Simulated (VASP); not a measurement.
A run of VASP 6.6.1:

Contents of POSCAR:

```
Mg
1.0
    3.1291528515      0.0000000000      0.0000000000
   -1.5645764257      2.7099258617      0.0000000000
    0.0000000000      0.0000000000      5.0717206404
Mg
2
Direct
    0.3333333333      0.6666666667      0.2500000000
    0.6666666667      0.3333333333      0.7500000000
```

INCAR.step1

```
SYSTEM = Mg
ALGO = Normal
EDIFF = 1E-4
ENCUT = 520
GGA = PE
ISMEAR = -1
LASPH = .TRUE.
LCHARG = .FALSE.
LREAL = .FALSE.
LWAVE = .TRUE.
NBANDS = 9
NELM = 100
PREC = Accurate
SIGMA = 0.08
```

File INCAR.step2:

```
SYSTEM = Mg
ALGO = Normal
EDIFF = 1E-8
ENCUT = 520
ISIF = 2
ISMEAR = -1
ISTART = 1
LASPH = .TRUE.
LCHARG = .FALSE.
LEFG = .TRUE.
LMIXTAU = .TRUE.
LREAL = .FALSE.
LWAVE = .FALSE.
METAGGA = R2SCAN
NBANDS = 9
NELM = 100
PREC = Accurate
SIGMA = 0.08
```

Contents of KPOINTS:

```
k-points
0
G
  15 15 8
  0 0 0
```

Potentials or basis: VASP PAW PBE potentials, release 64 (Mg).

Command:

```console
$ cat potpaw_PBE.64/Mg/POTCAR > POTCAR
$ cp INCAR.step1 INCAR
$ mpirun -np 1 vasp_std > vasp.out
$ cp INCAR.step2 INCAR
$ mpirun -np 1 vasp_std > vasp.out
```

Hardware: 1 thread of Intel(R) Xeon(R) Platinum 8488C (Sapphire Rapids), on a shared host.

How long does it take, and how much memory?

Run time: 80 s on 1 thread of Intel(R) Xeon(R) Platinum 8488C (Sapphire Rapids), with other jobs on the host, peak memory 0.2 GiB. Counts: k points 135.
